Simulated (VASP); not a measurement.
Here is a VASP 6.6.1 calculation.

File INCAR:

```
PREC = Accurate
ENCUT = 520
EDIFF = 1E-6
ISMEAR = -1
SIGMA = 0.08
LREAL = False
LASPH = True
NELM = 100
ALGO = Normal
ISIF = 2
LWAVE = False
LCHARG = False
GGA = PE
NBANDS = 10
```

The input KPOINTS:

```
regular mesh
0
Gamma
  20 20 20
```

File POSCAR:

```
F
1.0
   -1.2607303022      1.2607303022      1.2607303022
    1.2607303022     -1.2607303022      1.2607303022
    1.2607303022      1.2607303022     -1.2607303022
F
1
Direct
    0.0000000000      0.0000000000      0.0000000000
```

Potentials or basis: VASP PAW PBE potentials, release 64 (F).

Command:

```bash
$ cat potpaw_PBE.64/F/POTCAR > POTCAR
$ mpirun -np 1 vasp_std > vasp.out
```

Question: What does it give for the pressure?

Answer: 22.0 GPa.

Caveat: an odd number of electrons without spin polarisation forces a metal; a magnetic or distorted state may lie lower.
